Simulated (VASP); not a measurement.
Crystal: Ge.

```
Ge
1.0
     1.39715   -2.60052    0.00000
     1.39715    2.60052    0.00000
     0.00000    0.00000    2.69823
Ge
1
Cartesian
  1.3971 0.0000 0.0000
```

* Program: VASP 6.6.1
* Task: relaxation of cell and atoms
* Functional: r2SCAN
* Potentials or basis: VASP PAW PBE potentials, release 64 (Ge_d)
* Cutoff: 600 eV
* k mesh: 16 × 16 × 16
* Occupations: gaussian, width 0.1 eV
* Spin: no spin polarisation

At the start: pressure -3.3 GPa; volume 19.61 Å³/atom.

Q: Where does the relaxation end?

A: Over 8 steps the energy falls by 10.6 meV/atom and the volume is 18.68 Å³/atom (-4.7 %); space group Cmmm (No. 65, to 0.1 Å) before and after.

Step by step:
| step | energy change (eV) | largest force (eV/Å) | pressure (GPa) | volume (Å³) |
| --- | --- | --- | --- | --- |
| 1 | 0.0000 | 0.0000 | -3.27 | 19.61 |
| 2 | -0.0099 | 0.0000 | 0.83 | 18.49 |
| 3 | -0.0104 | 0.0000 | 0.10 | 18.68 |
| 4 | -0.0104 | 0.0000 | -0.18 | 18.69 |
| 5 | -0.0106 | 0.0000 | 0.01 | 18.69 |
| 6 | -0.0106 | 0.0000 | 0.01 | 18.68 |
| 7 | -0.0106 | 0.0000 | 0.00 | 18.68 |
| 8 | -0.0106 | 0.0000 | -0.01 | 18.68 |

Final structure:
```xyz
1
Lattice="1.3861 -2.5477 0.0000 1.3861 2.5477 0.0000 0.0000 0.0000 2.6454" Properties=species:S:1:pos:R:3 pbc="T T T"
Ge    1.3861    0.0000    0.0000
```

Caveat: the PAW data sets were made with another functional, which shifts forces and pressure a little.
